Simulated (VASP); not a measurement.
# Mg2Sn (Fm-3m) in VASP: notebook, part 2 of 2

VASP 6.6.1.

## 4. Single point, PBEsol

Input file INCAR:

```
SYSTEM = Mg2Sn
  PREC = Accurate
  ENCUT = 600
  EDIFF = 1E-6
  ISMEAR = 1
  SIGMA = 0.2
  LREAL = .False.
  LASPH = .True.
  NELM = 120
  ALGO = Normal
  ISIF = 2
  LWAVE = .False.
  LCHARG = .True.
  GGA = PS
  LELF = .True.
  LVHAR = .True.
  NBANDS = 16
  GGA_COMPAT = .False.
```

Input file KPOINTS:

```
Automatic mesh
0
Gamma
  4 4 4
  0 0 0
```

Input file POSCAR:

```
Mg2Sn
1.0
    0.0000000000      3.3799352825      3.3799352825
    3.3799352825      0.0000000000      3.3799352825
    3.3799352825      3.3799352825      0.0000000000
Sn Mg
1 2
Direct
    0.0000000000      0.0000000000      0.0000000000
    0.2500000000      0.2500000000      0.2500000000
    0.7500000000      0.7500000000      0.7500000000
```

Potentials or basis: VASP PAW PBE potentials, release 64 (Sn_d, Mg).

Command:

```bash
$ cat potpaw_PBE.64/Sn_d/POTCAR potpaw_PBE.64/Mg/POTCAR > POTCAR
$ mpirun -np 1 vasp_std > vasp.out
```

OUTCAR:

```text
SYSTEM = Mg2Sn
   PREC = Accurate
   ENCUT = 600
   EDIFF = 1E-6
   ISMEAR = 1
   LREAL = .False.
   LASPH = .True.
   NELM = 120
   ISIF = 2
   GGA = PS

 ion  position               nearest neighbor table
   1  0.000  0.000  0.000-   3 2.93   3 2.93   3 2.93   2 2.93   3 2.93   2 2.93   2 2.93   2 2.93

   2  0.250  0.250  0.250-   1 2.93   1 2.93   1 2.93   1 2.93   3 3.38   3 3.38   3 3.38   3 3.38
                             3 3.38   3 3.38
   3  0.750  0.750  0.750-   1 2.93   1 2.93   1 2.93   1 2.93   2 3.38   2 3.38   2 3.38   2 3.38
                             2 3.38   2 3.38

[... 332 lines left out ...]
  --------------------------------------------------------------------------------------
  -------------------------------------------------------------------------------------
  Total       -0.0968039     -0.0968039     -0.0968039      0.0000000     -0.0000000     -0.0000000
  in kB       -2.0083910     -2.0083910     -2.0083910      0.0000000     -0.0000000     -0.0000000
  external PRESSURE =      -2.0083910 kB  Pullay stress =       0.0000000 kB

 VOLUME and BASIS-vectors are now :
 -----------------------------------------------------------------------------
  energy-cutoff  :      600.00
  volume of cell :       77.22
      direct lattice vectors                 reciprocal lattice vectors
     0.000000000  3.379935282  3.379935282    -0.147931827  0.147931827  0.147931827
     3.379935282  0.000000000  3.379935282     0.147931827 -0.147931827  0.147931827
     3.379935282  3.379935282  0.000000000     0.147931827  0.147931827 -0.147931827

 POSITION                                       TOTAL-FORCE (eV/Angst)
 -----------------------------------------------------------------------------------
      0.00000      0.00000      0.00000         0.000000     -0.000000      0.000000
      1.68997      1.68997      1.68997        -0.000000     -0.000000      0.000000
      5.06990      5.06990      5.06990         0.000000      0.000000     -0.000000
 -----------------------------------------------------------------------------------
    total drift:                               -0.000000      0.000000     -0.000000

  FREE ENERGIE OF THE ION-ELECTRON SYSTEM (eV)
  ---------------------------------------------------
  free  energy   TOTEN  =        -8.1483756547 eV

  energy  without entropy=       -8.1463610333  energy(sigma->0) =       -8.14770411
```

OSZICAR:

```text
N       E                     dE             d eps       ncg     rms          rms(c)
DAV:   1     0.980754413508E+02    0.98075E+02   -0.88238E+03   256   0.127E+03
DAV:   2    -0.695550347340E+00   -0.98771E+02   -0.95561E+02   296   0.310E+02
DAV:   3    -0.832873737046E+01   -0.76332E+01   -0.76187E+01   320   0.747E+01
DAV:   4    -0.852021112189E+01   -0.19147E+00   -0.19144E+00   352   0.128E+01
DAV:   5    -0.852762788819E+01   -0.74168E-02   -0.74167E-02   360   0.228E+00    0.344E+00
DAV:   6    -0.822710262165E+01    0.30053E+00   -0.24065E-01   312   0.192E+00    0.185E+00
DAV:   7    -0.814869228489E+01    0.78410E-01   -0.19884E-01   304   0.280E+00    0.475E-01
DAV:   8    -0.814859409203E+01    0.98193E-04   -0.19676E-02   344   0.154E+00    0.201E-01
DAV:   9    -0.814857178107E+01    0.22311E-04   -0.33462E-03   312   0.575E-01    0.701E-02
DAV:  10    -0.814836796252E+01    0.20382E-03   -0.49921E-04   328   0.128E-01    0.228E-02
DAV:  11    -0.814837603944E+01   -0.80769E-05   -0.81176E-05   296   0.749E-02    0.211E-02
DAV:  12    -0.814837565469E+01    0.38476E-06   -0.30190E-06   360   0.207E-02
   1 F= -.81483757E+01 E0= -.81477041E+01  d E =-.201462E-02
```

Run time: 33 s. Hardware: 1 thread of Intel Xeon 8259CL, shared host; peak memory 0.24 GiB.

What came out:

```yaml
Free_energy: -8.1484 eV
Pressure: -0.2 GPa
Band_gap_on_the_k_mesh: zero (bands 9 and 10 overlap by 0.14 eV)
```

Levels at points of the mesh, in eV from the Fermi level:
```
           k point  band 7  band 8  band 9  band 10  band 11  band 12
(0.00, 0.00, 0.00)    0.07    0.07    0.07     1.43     2.22     2.22
(0.50, 0.00, 0.00)   -4.75   -0.76   -0.76     0.73     2.28     2.28
(0.50, 0.50, 0.00)   -4.52   -2.04   -2.04    -0.07     0.17     7.26
```

Caveat: the k points lie up to 0.40 Å⁻¹ apart; the structure was generated, so it needn't be the stable form of Mg2Sn; the PAW data sets were made with another functional, which shifts forces and pressure a little; spin-orbit coupling is left out, which moves the levels of the heavy elements.

## 5. Single point, PBEsol

Input file INCAR:

```
PREC     = Accurate       # precision mode
ENCUT    = 600            # plane-wave cutoff, eV
EDIFF    = 1E-6           # SCF threshold, eV
ISMEAR   = 1              # smearing method
SIGMA    = 0.05           # smearing width, eV
LREAL    = F              # projectors in reciprocal space
LASPH    = T              # aspherical terms in the spheres
NELM     = 120            # most SCF steps
ALGO     = Normal         # electronic algorithm
ISIF     = 2              # what is computed and relaxed
LWAVE    = F              # write WAVECAR
LCHARG   = F              # write CHGCAR
GGA      = PS             # functional
NBANDS   = 16             # bands
GGA_COMPAT= F
```

Input file KPOINTS:

```
regular mesh
0
Gamma
  4 4 4
```

POSCAR is that of step 4.

Command:

```bash
$ cat potpaw_PBE.64/Sn_d/POTCAR potpaw_PBE.64/Mg/POTCAR > POTCAR
$ mpirun -np 1 vasp_std > vasp.out
```

Run time: 41 s. Hardware: 1 thread of Intel Xeon 8259CL, shared host; peak memory 0.24 GiB.

It converged, with:

```
Free energy            : -8.1482 eV
Pressure               : -0.2 GPa
Band gap on the k mesh : zero (bands 9 and 10 overlap by 0.13 eV)
```

Levels at points of the mesh, in eV from the Fermi level:
| k point | band 7 | band 8 | band 9 | band 10 | band 11 | band 12 |
| --- | --- | --- | --- | --- | --- | --- |
| (0.00, 0.00, 0.00) | 0.08 | 0.08 | 0.08 | 1.44 | 2.24 | 2.24 |
| (0.50, 0.00, 0.00) | -4.74 | -0.74 | -0.74 | 0.75 | 2.29 | 2.29 |
| (0.50, 0.50, 0.00) | -4.51 | -2.02 | -2.02 | -0.05 | 0.18 | 7.28 |

Caveat: the k points lie up to 0.40 Å⁻¹ apart; the structure was generated, so it needn't be the stable form of Mg2Sn; the PAW data sets were made with another functional, which shifts forces and pressure a little; spin-orbit coupling is left out, which moves the levels of the heavy elements.

## 6. Single point, PBEsol

Input file INCAR:

```
ALGO     = Normal         # electronic algorithm
EDIFF    = 1E-6           # SCF threshold, eV
ENCUT    = 600            # plane-wave cutoff, eV
GGA      = PS             # functional
GGA_COMPAT= False        
ISIF     = 2              # what is computed and relaxed
ISMEAR   = -1             # smearing method
LASPH    = True           # aspherical terms in the spheres
LCHARG   = False          # write CHGCAR
LREAL    = False          # projectors in reciprocal space
LWAVE    = False          # write WAVECAR
NBANDS   = 16             # bands
NELM     = 120            # most SCF steps
PREC     = Accurate       # precision mode
SIGMA    = 0.02           # smearing width, eV
```

Input file KPOINTS:

```
k-points
0
Gamma
  4 4 4
```

POSCAR is that of step 5.

Potentials or basis: VASP PAW PBE potentials, release 64 (Sn_d, Mg).

Command:

```bash
$ cat potpaw_PBE.64/Sn_d/POTCAR potpaw_PBE.64/Mg/POTCAR > POTCAR
$ mpirun -np 1 vasp_std > vasp.out
```

Run time: 45 s. Hardware: 1 thread of Intel Xeon 8259CL, shared host; peak memory 0.24 GiB.

It converged, with:

| Item | Value |
| --- | --- |
| Free energy | -8.1485 eV |
| Pressure | -0.1 GPa |
| Band gap on the k mesh | zero (bands 9 and 10 overlap by 0.13 eV) |

Levels at points of the mesh, in eV from the Fermi level:
```csv
k point,band 7,band 8,band 9,band 10,band 11,band 12
"(0.00, 0.00, 0.00)",0.07,0.07,0.07,1.43,2.22,2.22
"(0.50, 0.00, 0.00)",-4.75,-0.76,-0.76,0.73,2.28,2.28
"(0.50, 0.50, 0.00)",-4.53,-2.04,-2.04,-0.07,0.17,7.26
```

Caveat: the k points lie up to 0.40 Å⁻¹ apart; the structure was generated, so it needn't be the stable form of Mg2Sn; the PAW data sets were made with another functional, which shifts forces and pressure a little; spin-orbit coupling is left out, which moves the levels of the heavy elements.

## 7. Overview

```csv
level,smearing,gap on the mesh (eV),pressure (GPa)
PBEsol,methfessel-paxton 0.5 eV,none,-0.6
PBEsol+D3(BJ),fermi-dirac 0.02 eV,none,-2.0
PBEsol,methfessel-paxton 0.2 eV,none,-0.2
PBEsol,methfessel-paxton 0.05 eV,none,-0.2
PBEsol,fermi-dirac 0.02 eV,none,-0.1
```

Alike in all rows: task single point; potentials or basis VASP PAW PBE potentials, release 64 (Sn_d, Mg); no spin polarisation; cell as given; k mesh 4 × 4 × 4; cutoff (eV) 600.

Caveats: all runs use coarse meshes; the structure was generated, so it needn't be the stable form of Mg2Sn; the PAW data sets were made with another functional, which shifts forces and pressure a little; spin-orbit coupling is left out, which moves the levels of the heavy elements; so wide a smearing shifts energies and pressures (at least some runs).

Total energies depend on the potentials used, so only differences within one code and one set of settings carry meaning.
